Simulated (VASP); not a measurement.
A run of VASP 6.6.1 is set up as follows.

POSCAR

```
As
1.0
    4.8073445447      0.0000000000      0.0000000000
    0.0000000000      3.6338992125      0.0000000000
    0.0000000000      0.0000000000     28.2703730404
As
4
Direct
    0.0760356201      0.0000000000      0.3777315117
    0.4239643799      0.5000000000      0.3777315117
    0.5760356201      0.5000000000      0.2943501751
    0.9239643799      0.0000000000      0.2943501751
```

The input INCAR.step1:

```
PREC = Accurate ; ENCUT = 520
EDIFF = 1E-5 ; ISMEAR = 0
SIGMA = 0.01 ; LREAL = F
LASPH = T ; NELM = 80
ALGO = Normal ; ISIF = 2
LWAVE = T ; LCHARG = F
LDIPOL = T ; IDIPOL = 3
DIPOL = 0.5 0.5 0.336 ; NBANDS = 18
GGA = PE
```

Contents of INCAR.step2:

```
PREC = Accurate ; ENCUT = 520
EDIFF = 1E-6 ; ISMEAR = 0
SIGMA = 0.01 ; LREAL = F
LASPH = T ; NELM = 80
ALGO = Normal ; ISIF = 2
LWAVE = F ; LCHARG = F
LDIPOL = T ; IDIPOL = 3
DIPOL = 0.5 0.5 0.336 ; GGA = PE
LHFCALC = T ; HFSCREEN = 0.2079
PRECFOCK = Normal ; NBANDS = 18
ISTART = 1
```

KPOINTS

```
Automatic mesh
0
Gamma
  4 4 1
```

Potentials or basis: VASP PAW PBE potentials, release 64 (As).

The run is started by

```bash
$ cat potpaw_PBE.64/As/POTCAR > POTCAR
$ cp INCAR.step1 INCAR
$ mpirun -np 1 vasp_std > vasp.out
$ cp INCAR.step2 INCAR
$ mpirun -np 1 vasp_std > vasp.out
```

Predict the band gap on the k mesh.

1.51 eV, direct.

What does it give for the largest force?

0.102 eV/Å.

Forces in eV/Å, atoms in the order of the input:
```
As  -0.024  0.000 -0.099
As   0.024  0.000 -0.099
As  -0.024  0.000  0.099
As   0.024  0.000  0.099
```

Caveat: the k points lie up to 0.43 Å⁻¹ apart; the PAW data sets were made with another functional, which shifts forces and pressure a little.
